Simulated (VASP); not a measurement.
Here is a VASP 6.6.1 calculation.

File INCAR:

```
PREC     = Accurate       # precision mode
ENCUT    = 600            # plane-wave cutoff, eV
EDIFF    = 1E-6           # SCF threshold, eV
ISMEAR   = 0              # smearing method
SIGMA    = 0.02           # smearing width, eV
LREAL    = False          # projectors in reciprocal space
LASPH    = True           # aspherical terms in the spheres
NELM     = 80             # most SCF steps
ALGO     = Normal         # electronic algorithm
ISIF     = 4              # what is computed and relaxed
LWAVE    = False          # write WAVECAR
LCHARG   = False          # write CHGCAR
GGA      = CA             # functional
IBRION   = 2              # ionic algorithm
NSW      = 50             # ionic steps
EDIFFG   = -0.01          # ionic threshold
```

Contents of KPOINTS:

```
Automatic mesh
0
Gamma
  6 6 6
```

Contents of POSCAR:

```
SiO2
1.0
   -4.5518844734      4.5518844734      2.6477956541
    4.5518844734     -4.5518844734      2.6477956541
    4.5518844734      4.5518844734     -2.6477956541
Si O
4 8
Direct
    0.1765814426      0.1765814426      0.3531628852
    0.8234185574      0.1765814426      0.0000000000
    0.1765814426      0.8234185574      0.0000000000
    0.8234185574      0.8234185574      0.6468371148
    0.5000000000      0.5000000000      0.5000000000
    0.0000000000      0.5000000000      0.0000000000
    0.5000000000      0.0000000000      0.0000000000
    0.0000000000      0.0000000000      0.5000000000
    0.0000000000      0.2067449734      0.2067449734
    0.7932550266      0.0000000000      0.7932550266
    0.2067449734      0.0000000000      0.2067449734
    0.0000000000      0.7932550266      0.7932550266
```

Potentials or basis: VASP PAW LDA potentials, release 64 (Si, O).

Launch:

```sh
$ cat potpaw_LDA.64/Si/POTCAR potpaw_LDA.64/O/POTCAR > POTCAR
$ mpirun -np 1 vasp_std > vasp.out
```

Question: Predict the band gap on the k mesh.

Answer: 5.18 eV.

Forces on the atoms (eV/Å):
```
Si  -0.004 -0.004  0.000
Si  -0.004  0.004  0.000
Si   0.004 -0.004  0.000
Si   0.004  0.004  0.000
O    0.000  0.000  0.000
O    0.000  0.000  0.000
O    0.000  0.000  0.000
O    0.000  0.000  0.000
O    0.003  0.000  0.000
O    0.000 -0.003  0.000
O    0.000  0.003  0.000
O   -0.003  0.000  0.000
```

A k mesh can miss the band edges.
